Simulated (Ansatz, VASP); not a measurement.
# One calculation of Al, two programs

File INCAR:

```
SYSTEM = Al
PREC = Accurate
ENCUT = 520
EDIFF = 1E-6
ISMEAR = 0
SIGMA = 0.15
LREAL = .False.
LASPH = .True.
NELM = 80
ALGO = Fast
ISIF = 2
LWAVE = .False.
LCHARG = .False.
GGA = PE
IVDW = 12
NBANDS = 14
```

KPOINTS

```
regular mesh
0
Gamma
  18 18 6
  0 0 0
```

The input POSCAR:

```
Al
1.0
    2.8601312105      0.0000000000      0.0000000000
   -1.4300656053      2.4769462865      0.0000000000
    0.0000000000      0.0000000000      9.0943592100
Al
4
Direct
    0.0000000000      0.0000000000      0.0000000000
    0.3333333333      0.6666666667      0.2500000000
    0.0000000000      0.0000000000      0.5000000000
    0.6666666667      0.3333333333      0.7500000000
```

Input for Ansatz:

```yaml
crystal:
  lattice:
    - [2.8601312105, 0.0, 0.0]
    - [-1.4300656053, 2.4769462865, 0.0]
    - [0.0, 0.0, 9.09435921]
  atoms:
    - { symbol: Al, position: [0.0, 0.0, 0.0] }
    - { symbol: Al, position: [0.3333333333, 0.6666666667, 0.25] }
    - { symbol: Al, position: [0.0, 0.0, 0.5] }
    - { symbol: Al, position: [0.6666666667, 0.3333333333, 0.75] }
basis:
  ecutwfc: 420
kpoints:
  mp_grid: { grid: [18, 18, 6] }
hamiltonian:
  xc: pbe
  dispersion: d3bj
scf:
  occupations: { method: gaussian, width: 0.15 }
output:
  forces: true
  stress: true
  eigenvalues: true
```

Alike in both runs: task single point; functional PBE; dispersion D3(BJ); k mesh 18 × 18 × 6; occupations gaussian, width 0.15 eV; no spin polarisation.

```csv
,VASP,Ansatz
version,VASP 6.6.1,Ansatz 0.2.0
potentials or method,"VASP PAW PBE potentials, release 64 (Al), cutoff 520 eV","scalar-relativistic, plane waves, PAW"
valence electrons in the cell,12,12
```

|  | VASP | Ansatz | Ansatz less VASP |
| --- | --- | --- | --- |
| gap on the k mesh at the Fermi level (eV) | none | none | - |
| pressure (GPa) | -1.3 | -1.3 | +0.04 |
| traceless stress, the component that is largest in VASP (GPa) | 1.97 | 1.96 | -0.001 |

A gap of «none» marks a metal or a gap that the smearing closes.
